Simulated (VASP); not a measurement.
Here is a VASP 6.6.1 calculation.

File INCAR:

```
SYSTEM = LaTe
PREC = Accurate
ENCUT = 600
EDIFF = 1E-6
ISMEAR = 0
SIGMA = 0.1
LREAL = .False.
LASPH = .True.
NELM = 100
ALGO = Normal
ISIF = 3
LWAVE = .False.
LCHARG = .False.
GGA = PS
IBRION = 2
NSW = 70
EDIFFG = -0.005
```

The input KPOINTS:

```
Automatic mesh
0
Gamma
  12 12 12
  0 0 0
```

Contents of POSCAR:

```
LaTe
1.0
    0.0000000000      3.2441131693      3.2441131693
    3.2441131693      0.0000000000      3.2441131693
    3.2441131693      3.2441131693      0.0000000000
La Te
1 1
Direct
    0.0000000000      0.0000000000      0.0000000000
    0.5000000000      0.5000000000      0.5000000000
```

Potentials or basis: VASP PAW PBE potentials, release 64 (La, Te).

Command:

```console
$ cat potpaw_PBE.64/La/POTCAR potpaw_PBE.64/Te/POTCAR > POTCAR
$ mpirun -np 1 vasp_std > vasp.out
```

(1) Predict the relaxed volume.

(2) Predict the relaxed cell.

Results:

(1) 32.61 Å³/atom.

(2) a = 4.518 Å, b = 4.518 Å, c = 4.518 Å, α = 60.00°, β = 60.00°, γ = 60.00°.

Caveat: the PAW data sets were made with another functional, which shifts forces and pressure a little.
